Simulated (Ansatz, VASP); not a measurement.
# SrO: VASP beside Ansatz

```xyz
2
Lattice="0.0000 2.5698 2.5698 2.5698 0.0000 2.5698 2.5698 2.5698 0.0000" Properties=species:S:1:pos:R:3 pbc="T T T"
Sr    0.0000    0.0000    0.0000
O     2.4954    2.5206    2.5815
```

Change from the starting cell: one atom moved.

Alike in both runs: task single point; functional PBE; k mesh 8 × 8 × 8; occupations gaussian, width 0.02 eV; no spin polarisation.

|  | VASP | Ansatz |
| --- | --- | --- |
| version | VASP 6.6.1 | Ansatz 0.2.0 |
| potentials or method | VASP PAW PBE potentials, release 64 (Sr_sv, O), cutoff 520 eV | scalar-relativistic, plane waves, PAW |
| valence electrons in the cell | 16 | 16 |

Ansatz gave:

* gap on the k mesh at the Fermi level (eV): 3.35
* least direct gap on the mesh (eV): 3.42
* pressure (GPa): 3.1
* traceless stress, the component that is largest in VASP (GPa): 0.31
* rms of the force components (eV/Å): 0.116

Task: What did VASP give for the same quantities?

Result: gap on the k mesh at the Fermi level (eV): 3.31; least direct gap on the mesh (eV): 3.38; pressure (GPa): 3.7; traceless stress, the component that is largest in VASP (GPa): 0.33; rms of the force components (eV/Å): 0.123.

Atom by atom the forces differ by 0.008 eV/Å (rms over components). With one functional, cell and mesh, what is left measures potentials, basis and numerics.
